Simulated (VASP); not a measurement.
Write the native input for VASP 6.6.1 that does the following.

```yaml
Task: relaxation of cell and atoms
Functional: PBEsol
Potentials_or_basis: VASP PAW PBE potentials, release 64 (As)
Cutoff: 600 eV
k_mesh: 15 × 15 × 15
Occupations: gaussian, width 0.1 eV
Spin: no spin polarisation
Dipole_correction: no
Further_INCAR_settings: ALGO = Normal; EDIFF = 1e-06; IBRION = 2; EDIFFG = -0.005; NSW = 70; ISIF = 3
```

The structure of As lies in POSCAR:

```
As
1.0
    1.8914380026      1.0920222400      3.3713915093
   -1.8914380026      1.0920222400      3.3713915093
    0.0000000000     -2.1840444800      3.3713915093
As
2
Direct
    0.7697136435      0.7697136435      0.7697136435
    0.2302863565      0.2302863565      0.2302863565
```

These files were run (other wordings do the same):

INCAR

```
SYSTEM = As
ALGO     = Normal         ! electronic algorithm
EDIFF    = 1E-6           ! SCF threshold, eV
EDIFFG   = -0.005         ! ionic threshold
ENCUT    = 600            ! plane-wave cutoff, eV
GGA      = PS             ! functional
IBRION   = 2              ! ionic algorithm
ISIF     = 3              ! what is computed and relaxed
ISMEAR   = 0              ! smearing method
LASPH    = .TRUE.         ! aspherical terms in the spheres
LCHARG   = .FALSE.        ! write CHGCAR
LREAL    = .FALSE.        ! projectors in reciprocal space
LWAVE    = .FALSE.        ! write WAVECAR
NELM     = 100            ! most SCF steps
NSW      = 70             ! ionic steps
PREC     = Accurate       ! precision mode
SIGMA    = 0.1            ! smearing width, eV
```

KPOINTS

```
k-points
0
G
  15 15 15
  0 0 0
```

Potentials or basis: VASP PAW PBE potentials, release 64 (As).

The run is started by

```sh
$ cat potpaw_PBE.64/As/POTCAR > POTCAR
$ mpirun -np 1 vasp_std > vasp.out
```

Results of the run:

- Relaxed volume: 20.90 Å³/atom
- Relaxed cell: a = 4.012 Å, b = 4.012 Å, c = 4.012 Å, α = 56.34°, β = 56.34°, γ = 56.34°
- Space group after relaxing (to 0.1 Å): R-3m (No. 166)
- Energy gained by relaxing: 0.1 meV/atom
- Ionic steps: 8
- Pressure after relaxing: 0.0 GPa
- Band gap on the k mesh: zero (bands 5 and 6 overlap by 0.13 eV)

Caveat: the PAW data sets were made with another functional, which shifts forces and pressure a little.

Wall time 7.3 min on 1 thread of Intel Xeon 8259CL, on a shared host, peak memory 0.3 GiB.
